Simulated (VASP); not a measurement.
# Ir (P6_3/mmc) in VASP: further runs, part 2 of 2

VASP 6.6.1. The steps go on from the part before.

## (3) Single point, LDA

This run uses another cell than the first one, of 11.40 Å³/atom, 0.695 times its volume.

The input, INCAR:

```
SYSTEM = Ir
ALGO = Normal
EDIFF = 1E-6
ENCUT = 520
ISIF = 2
ISMEAR = 0
LASPH = .TRUE.
LCHARG = .FALSE.
LREAL = .FALSE.
LWAVE = .FALSE.
NBANDS = 16
NELM = 60
PREC = Accurate
SIGMA = 0.15
```

The input, KPOINTS:

```
k-points
0
G
  21 21 12
  0 0 0
```

The input, POSCAR:

```
Ir
1.0
    2.5320989223      0.0000000000      0.0000000000
   -1.2660494611      2.1928619916      0.0000000000
    0.0000000000      0.0000000000      4.1055058928
Ir
2
Direct
    0.6666666667      0.3333333333      0.7500000000
    0.3333333333      0.6666666667      0.2500000000
```

Potentials or basis: VASP PAW LDA potentials, release 64 (Ir).

Started as:

```console
> cat potpaw_LDA.64/Ir/POTCAR > POTCAR
> mpirun -np 1 vasp_std > vasp.out
```

OUTCAR:

```text
SYSTEM = Ir
   EDIFF = 1E-6
   ENCUT = 520
   ISIF = 2
   ISMEAR = 0
   LASPH = .TRUE.
   LREAL = .FALSE.
   NELM = 60
   PREC = Accurate

 ion  position               nearest neighbor table
   1  0.667  0.333  0.750-   2 2.52   2 2.52   2 2.52   2 2.52   2 2.52   2 2.52
   2  0.333  0.667  0.250-   1 2.52   1 2.52   1 2.52   1 2.52   1 2.52   1 2.52

  LATTYP: Found a hexagonal cell.
 ALAT       =     2.5320989223
 C/A-ratio  =     1.6213844794

  Lattice vectors:

 A1 = (   2.5320989223,   0.0000000000,   0.0000000000)
 A2 = (  -1.2660494611,   2.1928619916,   0.0000000000)
 A3 = (   0.0000000000,   0.0000000000,   4.1055058928)

Analysis of symmetry for initial positions (statically):
=====================================================================
 Subroutine PRICEL returns:
 Original cell was already a primitive cell.

 Routine SETGRP: Setting up the symmetry group for a
 hexagonal supercell.

 Subroutine GETGRP returns: Found 24 space group operations
 (whereof 12 operations were pure point group operations)
[... 160 lines left out ...]
  ---------------------------------------------------
  ext. energy  EPLUGINS =         0.00000000
  ---------------------------------------------------
  free energy    TOTEN  =       -18.69971350 eV

  energy without entropy =      -18.68361374  energy(sigma->0) =      -18.69166362

 E-fermi :  14.7526     XC(G=0): -15.4127

 val. band max:       14.7523593203   @ k =   0.3333   0.0476   0.4167
 cond. band min:      14.7557597002   @ k =   0.3810   0.1429   0.0000
 fundamental gap:      0.0034003799
 Fermi energy:        14.7525514991

 k-point     1 :       0.0000    0.0000    0.0000
  band No.  band energies     occupation
      1       0.9914      2.00000
      2       3.8653      2.00000
      3       9.1902      2.00000
      4       9.2922      2.00000
      5       9.2922      2.00000
      6      10.2475      2.00000
[... 433 lines left out ...]
      3       7.4034      2.00000
      4       7.6363      2.00000
      5       9.2413      2.00000
      6       9.4650      2.00000
[... 8 lines left out ...]
     15      31.3479      0.00000
     16      31.9603      0.00000

 [... further k-points ...]
[... 5 lines left out ...]
  --------------------------------------------------------------------------------------
  -------------------------------------------------------------------------------------
  Total       19.2199066     19.2199066     19.8225569      0.0000000      0.0000000      0.0000000
  in kB     1350.8378043   1350.8378043   1393.1940388      0.0000000      0.0000000      0.0000000
  external PRESSURE =    1364.9565491 kB  Pullay stress =       0.0000000 kB

 VOLUME and BASIS-vectors are now :
 -----------------------------------------------------------------------------
  energy-cutoff  :      520.00
  volume of cell :       22.80
      direct lattice vectors                 reciprocal lattice vectors
     2.532098922  0.000000000  0.000000000     0.394929278  0.228012525  0.000000000
    -1.266049461  2.192861992  0.000000000     0.000000000  0.456025050  0.000000000
     0.000000000  0.000000000  4.105505893     0.000000000  0.000000000  0.243575342

 POSITION                                       TOTAL-FORCE (eV/Angst)
 -----------------------------------------------------------------------------------
      1.26605      0.73095      3.07913         0.000000     -0.000000      0.000000
     -0.00000      1.46191      1.02638        -0.000000      0.000000      0.000000
 -----------------------------------------------------------------------------------
    total drift:                                0.000000     -0.000000     -0.000000

  FREE ENERGIE OF THE ION-ELECTRON SYSTEM (eV)
  ---------------------------------------------------
  free  energy   TOTEN  =       -18.6997134988 eV

  energy  without entropy=      -18.6836137448  energy(sigma->0) =      -18.69166362
```

OSZICAR:

```text
N       E                     dE             d eps       ncg     rms          rms(c)
DAV:   1     0.155288410484E+03    0.15529E+03   -0.86521E+03 10752   0.119E+03
DAV:   2    -0.160649649522E+02   -0.17135E+03   -0.15626E+03 10768   0.330E+02
DAV:   3    -0.196790031228E+02   -0.36140E+01   -0.35808E+01 14656   0.593E+01
DAV:   4    -0.197231002206E+02   -0.44097E-01   -0.44088E-01 12552   0.530E+00
DAV:   5    -0.197243721014E+02   -0.12719E-02   -0.12719E-02 15192   0.936E-01    0.411E+01
DAV:   6    -0.189766810966E+02    0.74769E+00   -0.46594E-01 13944   0.946E+00    0.202E+01
DAV:   7    -0.187123226087E+02    0.26436E+00   -0.27344E-01 14224   0.688E+00    0.183E+00
DAV:   8    -0.187004552713E+02    0.11867E-01   -0.19144E-02 13336   0.177E+00    0.918E-01
DAV:   9    -0.186997053713E+02    0.74990E-03   -0.33983E-04 12992   0.183E-01    0.755E-02
DAV:  10    -0.186997136939E+02   -0.83226E-05   -0.22222E-05 14344   0.387E-02    0.799E-03
DAV:  11    -0.186997134988E+02    0.19507E-06   -0.12672E-06 10704   0.138E-02
   1 F= -.18699713E+02 E0= -.18691664E+02  d E =-.160998E-01
```

Run time: 61 s. Hardware: 1 thread of Intel Xeon Platinum 8488C (Sapphire Rapids), shared host; peak memory 0.21 GiB.

Results:

```yaml
Free_energy: -18.6997 eV
Pressure: 136.5 GPa
Band_gap_on_the_k_mesh: zero (band 9 reaches 16.23 eV, above the bottom of band 10 at 11.49 eV)
```

Stress tensor (GPa, compression positive):
```
135.08   0.00   0.00
  0.00 135.08   0.00
  0.00   0.00 139.32
```

Caveat: spin-orbit coupling is left out, which moves the levels of the heavy elements.

## (4) Single point, LDA

This run uses another cell than the first one, of 12.23 Å³/atom, 0.746 times its volume.

The input, INCAR:

```
PREC     = Accurate       # precision mode
ENCUT    = 520            # plane-wave cutoff, eV
EDIFF    = 1E-6           # SCF threshold, eV
ISMEAR   = 0              # smearing method
SIGMA    = 0.15           # smearing width, eV
LREAL    = False          # projectors in reciprocal space
LASPH    = True           # aspherical terms in the spheres
NELM     = 60             # most SCF steps
ALGO     = Fast           # electronic algorithm
ISIF     = 2              # what is computed and relaxed
LWAVE    = False          # write WAVECAR
LCHARG   = True           # write CHGCAR
GGA      = CA             # functional
LELF     = True           # ELF
LVHAR    = True         
NBANDS   = 16             # bands
```

The input, KPOINTS:

```
Automatic mesh
0
Gamma
  21 21 12
```

The input, POSCAR:

```
Ir
1.0
    2.5924095241      0.0000000000      0.0000000000
   -1.2962047621      2.2450925049      0.0000000000
    0.0000000000      0.0000000000      4.2032925665
Ir
2
Direct
    0.6666666667      0.3333333333      0.7500000000
    0.3333333333      0.6666666667      0.2500000000
```

Started as:

```console
> cat potpaw_LDA.64/Ir/POTCAR > POTCAR
> mpirun -np 1 vasp_std > vasp.out
```

Run time: 88 s. Hardware: 1 thread of Intel Xeon Platinum 8488C (Sapphire Rapids), shared host; peak memory 0.22 GiB.

Results (log left out):

```yaml
Free_energy: -19.7840 eV
Pressure: 75.2 GPa
Band_gap_on_the_k_mesh: zero (band 9 reaches 14.54 eV, above the bottom of band 10 at 10.29 eV)
```

Stress tensor (GPa, compression positive):
```
74.39  0.00  0.00
 0.00 74.39  0.00
 0.00  0.00 76.90
```

Levels at points of the mesh, in eV from the Fermi level:
```
           k point  band 6  band 7  band 8  band 9  band 10  band 11  band 12  band 13
(0.00, 0.00, 0.00)   -4.04   -4.04   -3.03   -3.03    -1.14     0.32     0.32     8.57
(0.00, 0.00, 0.50)   -5.03   -5.03   -5.03   -0.59    -0.59    -0.59    -0.59    13.51
```

Caveat: spin-orbit coupling is left out, which moves the levels of the heavy elements.

## (5) Single point, LDA

This run uses another cell than the first one, of 13.90 Å³/atom, 0.847 times its volume.

The input, INCAR:

```
PREC     = Accurate       # precision mode
ENCUT    = 520            # plane-wave cutoff, eV
EDIFF    = 1E-6           # SCF threshold, eV
ISMEAR   = 0              # smearing method
SIGMA    = 0.15           # smearing width, eV
LREAL    = F              # projectors in reciprocal space
LASPH    = T              # aspherical terms in the spheres
NELM     = 100            # most SCF steps
ALGO     = Normal         # electronic algorithm
ISIF     = 2              # what is computed and relaxed
LWAVE    = F              # write WAVECAR
LCHARG   = F              # write CHGCAR
GGA      = CA             # functional
NBANDS   = 16             # bands
```

The input, KPOINTS:

```
regular mesh
0
Gamma
  21 21 12
```

The input, POSCAR:

```
Ir
1.0
    2.7052421934      0.0000000000      0.0000000000
   -1.3526210967      2.3428084629      0.0000000000
    0.0000000000      0.0000000000      4.3862377053
Ir
2
Direct
    0.6666666667      0.3333333333      0.7500000000
    0.3333333333      0.6666666667      0.2500000000
```

Potentials or basis: VASP PAW LDA potentials, release 64 (Ir).

Started as:

```console
> cat potpaw_LDA.64/Ir/POTCAR > POTCAR
> mpirun -np 1 vasp_std > vasp.out
```

OUTCAR:

```text
PREC = Accurate
   ENCUT = 520
   EDIFF = 1E-6
   ISMEAR = 0
   LREAL = F
   LASPH = T
   NELM = 100
   ISIF = 2
   GGA = CA

 ion  position               nearest neighbor table
   1  0.667  0.333  0.750-   2 2.69   2 2.69   2 2.69   2 2.69   2 2.69   2 2.69
   2  0.333  0.667  0.250-   1 2.69   1 2.69   1 2.69   1 2.69   1 2.69   1 2.69

  LATTYP: Found a hexagonal cell.
 ALAT       =     2.7052421934
 C/A-ratio  =     1.6213844794

  Lattice vectors:

 A1 = (   2.7052421934,   0.0000000000,   0.0000000000)
 A2 = (  -1.3526210967,   2.3428084629,   0.0000000000)
 A3 = (   0.0000000000,   0.0000000000,   4.3862377053)

Analysis of symmetry for initial positions (statically):
=====================================================================
 Subroutine PRICEL returns:
 Original cell was already a primitive cell.

 Routine SETGRP: Setting up the symmetry group for a
 hexagonal supercell.

 Subroutine GETGRP returns: Found 24 space group operations
 (whereof 12 operations were pure point group operations)
 out of a pool of 24 trial point group operations.

[... 164 lines left out ...]

 E-fermi :  10.7590     XC(G=0): -14.2406

 val. band max:       10.7502748129   @ k =   0.3333   0.0476   0.1667
 cond. band min:      10.7596133580   @ k =   0.2857   0.0476   0.4167
 fundamental gap:      0.0093385450
 Fermi energy:        10.7589894246

 k-point     1 :       0.0000    0.0000    0.0000
  band No.  band energies     occupation
      1      -0.6726      2.00000
      2       2.3424      2.00000
      3       6.6576      2.00000
      4       6.7619      2.00000
      5       6.7619      2.00000
      6       7.4457      2.00000
[... 433 lines left out ...]
      3       5.2984      2.00000
      4       5.4517      2.00000
      5       6.6730      2.00000
      6       6.8996      2.00000
[... 8 lines left out ...]
     15      25.7896      0.00000
     16      27.1917      0.00000

 [... further k-points ...]

------------------------ aborting loop because EDIFF is reached ----------------------------------------

  FORCE on cell =-STRESS in cart. coord.  units (eV):
  Direction    XX          YY          ZZ          XY          YZ          ZX
  --------------------------------------------------------------------------------------
  -------------------------------------------------------------------------------------
  Total        0.4316333      0.4316333      0.5105196      0.0000000      0.0000000      0.0000000
  in kB       24.8765667     24.8765667     29.4230668      0.0000000      0.0000000      0.0000000
  external PRESSURE =      26.3920667 kB  Pullay stress =       0.0000000 kB

 VOLUME and BASIS-vectors are now :
 -----------------------------------------------------------------------------
  energy-cutoff  :      520.00
  volume of cell :       27.80
      direct lattice vectors                 reciprocal lattice vectors
     2.705242193  0.000000000  0.000000000     0.369652670  0.213419069  0.000000000
    -1.352621097  2.342808463  0.000000000     0.000000000  0.426838137  0.000000000
     0.000000000  0.000000000  4.386237705     0.000000000  0.000000000  0.227985820

 POSITION                                       TOTAL-FORCE (eV/Angst)
 -----------------------------------------------------------------------------------
      1.35262      0.78094      3.28968         0.000000      0.000000      0.000000
     -0.00000      1.56187      1.09656        -0.000000     -0.000000      0.000000
 -----------------------------------------------------------------------------------
    total drift:                               -0.000000      0.000000     -0.000000

  FREE ENERGIE OF THE ION-ELECTRON SYSTEM (eV)
  ---------------------------------------------------
  free  energy   TOTEN  =       -20.5071978032 eV

  energy  without entropy=      -20.4831836280  energy(sigma->0) =      -20.49519072
```

OSZICAR:

```text
N       E                     dE             d eps       ncg     rms          rms(c)
DAV:   1     0.145748139104E+03    0.14575E+03   -0.84052E+03 10752   0.114E+03
DAV:   2    -0.177952325177E+02   -0.16354E+03   -0.14745E+03 10752   0.315E+02
DAV:   3    -0.216474869475E+02   -0.38523E+01   -0.37959E+01 14872   0.584E+01
DAV:   4    -0.216908155229E+02   -0.43329E-01   -0.43320E-01 12200   0.517E+00
DAV:   5    -0.216921006237E+02   -0.12851E-02   -0.12851E-02 15232   0.928E-01    0.239E+01
DAV:   6    -0.207083574425E+02    0.98374E+00   -0.11829E+00 13848   0.143E+01    0.973E+00
DAV:   7    -0.205214262772E+02    0.18693E+00   -0.35334E-01 14800   0.734E+00    0.208E+00
DAV:   8    -0.205117326525E+02    0.96936E-02   -0.60648E-03 12352   0.751E-01    0.103E+00
DAV:   9    -0.205072133513E+02    0.45193E-02   -0.42503E-03 14504   0.877E-01    0.552E-02
DAV:  10    -0.205072052241E+02    0.81272E-05   -0.30717E-05 15976   0.524E-02    0.447E-02
DAV:  11    -0.205071977987E+02    0.74254E-05   -0.63064E-06 14248   0.274E-02    0.109E-03
DAV:  12    -0.205071978032E+02   -0.45375E-08   -0.93663E-08  9040   0.238E-03
   1 F= -.20507198E+02 E0= -.20495191E+02  d E =-.240142E-01
```

It took 75 s on 1 thread of Intel Xeon Platinum 8488C (Sapphire Rapids), shared host; peak memory 0.23 GiB.

What came out:

* Free energy: -20.5072 eV
* Pressure: 2.6 GPa
* Band gap on the k mesh: zero (band 9 reaches 11.77 eV, above the bottom of band 10 at 8.32 eV)

Caveat: spin-orbit coupling is left out, which moves the levels of the heavy elements.

## (6) Single point, LDA, collinear spin, ferromagnetic start

This run uses another cell than the first one, of 13.90 Å³/atom, 0.847 times its volume.

The input, INCAR:

```
PREC = Accurate ; ENCUT = 520
EDIFF = 1E-6 ; ISMEAR = 0
SIGMA = 0.15 ; LREAL = False
LASPH = True ; NELM = 150
ALGO = Fast ; ISIF = 2
LWAVE = False ; LCHARG = False
ISPIN = 2 ; MAGMOM = 0.3 0.3
LORBIT = 11 ; NUPDOWN = 0.6
LMAXMIX = 4 ; NBANDS = 20
```

The input, KPOINTS:

```
Automatic mesh
0
Gamma
  21 21 12
```

POSCAR is that of step 5.

Potentials or basis: VASP PAW LDA potentials, release 64 (Ir).

Started as:

```console
> cat potpaw_LDA.64/Ir/POTCAR > POTCAR
> mpirun -np 1 vasp_std > vasp.out
```

It took 4.2 min on 1 thread of Intel Xeon Platinum 8259CL at 2.50GHz (Skylake/Cascade Lake), shared host; peak memory 0.34 GiB.

It converged, with:

```
Free energy                                           : -20.4520 eV
Pressure                                              : 3.5 GPa
Net moment                                            : 0.60 μB per cell
Site moments                                          : Ir +0.29 μB
Valence electrons inside the program's atomic spheres : Ir 8.48
```

Stress tensor (GPa, compression positive):
```
3.62 0.00 0.00
0.00 3.62 0.00
0.00 0.00 3.16
```

Caveat: spin-orbit coupling is left out, which moves the levels of the heavy elements; the total moment is fixed, so each spin has its own Fermi level.

## (7) Overview

| spin | fixed moment (μB) | cell | gap on the mesh (eV) | pressure (GPa) |
| --- | --- | --- | --- | --- |
| off | - | a = 2.859, b = 2.859, c = 4.635 Å, angles 90.0, 90.0, 120.0°, 2 atoms | none | -42.2 |
| off | - | a = 2.532, b = 2.532, c = 4.106 Å, angles 90.0, 90.0, 120.0°, 2 atoms | none | 136.5 |
| off | - | a = 2.592, b = 2.592, c = 4.203 Å, angles 90.0, 90.0, 120.0°, 2 atoms | none | 75.2 |
| off | - | a = 2.705, b = 2.705, c = 4.386 Å, angles 90.0, 90.0, 120.0°, 2 atoms | none | 2.6 |
| collinear, ferromagnetic start | 0.6 | a = 2.705, b = 2.705, c = 4.386 Å, angles 90.0, 90.0, 120.0°, 2 atoms | - | 3.5 |

Alike in all rows: task single point; level LDA; potentials or basis VASP PAW LDA potentials, release 64 (Ir); k mesh 21 × 21 × 12; cutoff (eV) 520; smearing gaussian 0.15 eV.

Caveats: spin-orbit coupling is left out, which moves the levels of the heavy elements; the total moment is fixed, so each spin has its own Fermi level (some runs).

Total energies depend on the potentials used, so only differences within one code and one set of settings carry meaning.
